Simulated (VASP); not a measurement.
Input of a VASP 6.6.1 run:

File INCAR:

```
SYSTEM = C
PREC     = Accurate       ! precision mode
ENCUT    = 520            ! plane-wave cutoff, eV
EDIFF    = 1E-8           ! SCF threshold, eV
ISMEAR   = 0              ! smearing method
SIGMA    = 0.02           ! smearing width, eV
LREAL    = .False.        ! projectors in reciprocal space
LASPH    = .True.         ! aspherical terms in the spheres
NELM     = 60             ! most SCF steps
ALGO     = Normal         ! electronic algorithm
ISIF     = 2              ! what is computed and relaxed
LWAVE    = .False.        ! write WAVECAR
LCHARG   = .False.        ! write CHGCAR
GGA      = CA             ! functional
IBRION   = 8              ! ionic algorithm
NSW      = 1              ! ionic steps
```

The input KPOINTS:

```
Automatic mesh
0
Gamma
  18 18 18
  0 0 0
```

Contents of POSCAR:

```
C
1.0
    0.0000000000      2.1167060736      3.3609645910
    1.2227775230      0.0000000000      3.3609645910
    1.2227775230      2.1167060736      0.0000000000
C
2
Direct
    0.1667000688      0.8332999312      0.1667000688
    0.8332999312      0.1667000688      0.8332999312
```

Potentials or basis: VASP PAW LDA potentials, release 64 (C).

Command:

```sh
$ cat potpaw_LDA.64/C/POTCAR > POTCAR
$ mpirun -np 1 vasp_std > vasp.out
```

Task: Predict the highest phonon frequency at Γ.

Result: 1613 cm⁻¹.

Phonon frequencies in cm⁻¹ (negative: imaginary):
| q point | frequencies |
| --- | --- |
| (0.000, 0.000, 0.000) | 0 0 0 883 1577 1613 |
